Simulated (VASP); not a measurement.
CdS:

```
Cd S
1.0
     4.26117    0.00000    0.00000
    -2.13058    3.69028    0.00000
     0.00000    0.00000    5.80417
Cd S
1 1
Direct
  0.00000 0.00000 0.44269
  0.66667 0.33333 0.43431
```

- Program: VASP 6.6.1
- Task: relaxation of cell and atoms
- Functional: RPBE
- Dispersion: D3(BJ)
- Potentials or basis: VASP PAW PBE potentials, release 64 (Cd, S)
- Cutoff: 600 eV
- k mesh: 7 × 7 × 5
- Occupations: fermi-dirac, width 0.05 eV
- Spin: no spin polarisation

At the start: pressure -1.5 GPa; volume 45.64 Å³/atom.

Question: How do energy, volume and symmetry change on relaxing?

Answer: Over 59 steps the energy falls by 641.2 meV/atom and the volume is 18.02 Å³/atom (-60.5 %); space group P-6m2 (No. 187, to 0.05 Å).

The path:
```tsv
step	energy change (eV)	largest force (eV/Å)	pressure (GPa)	volume (Å³)
1	0.0000	0.0097	-1.53	91.27
3	-0.0200	0.0046	-0.13	88.10
5	-0.0261	0.0055	-0.13	86.00
7	-0.0598	0.0105	-0.18	76.59
9	0.2757	0.0616	13.42	39.23
11	-0.1375	0.0411	0.18	50.82
13	-0.1635	0.0313	-0.47	54.78
15	-0.1642	0.0355	-0.02	54.15
17	-0.1642	0.0357	0.00	54.11
19	-0.1652	0.0535	0.05	54.42
21	-0.1697	0.1183	0.10	55.65
23	-0.1796	0.0897	-0.95	60.43
25	-0.1833	0.1500	-0.56	59.38
27	-0.1832	0.1677	-0.39	58.86
29	-0.1837	0.1624	-0.45	59.01
31	-0.1846	0.1333	-0.74	59.59
33	-0.1873	0.1352	-0.73	59.40
35	-0.1995	0.1396	-0.71	58.57
37	-0.2507	0.1025	-1.52	55.35
39	-0.8292	0.1411	-12.88	43.62
41	-0.8852	0.3032	-11.12	42.69
43	-1.0514	0.1549	-10.69	40.81
45	-1.1468	0.3252	-7.63	39.00
47	-1.2628	0.4390	0.97	35.73
49	-1.2815	0.0369	0.23	36.05
51	-1.2823	0.0265	-0.22	36.15
53	-1.2825	0.0013	-0.03	36.05
55	-1.2825	0.0036	-0.02	36.06
57	-1.2825	0.0038	-0.05	36.07
59	-1.2825	0.0055	0.05	36.04
```

Final structure:
```
Cd S
1.0
     3.53833    0.00000    0.00000
    -1.76917    3.06428    0.00000
     0.00000    0.00000    3.32392
Cd S
1 1
Direct
  0.00000 0.00000 0.68865
  0.66667 0.33333 0.18835
```

Caveat: the volume moved by over 15 % at a fixed basis, so the end points are rough; the PAW data sets were made with another functional, which shifts forces and pressure a little.
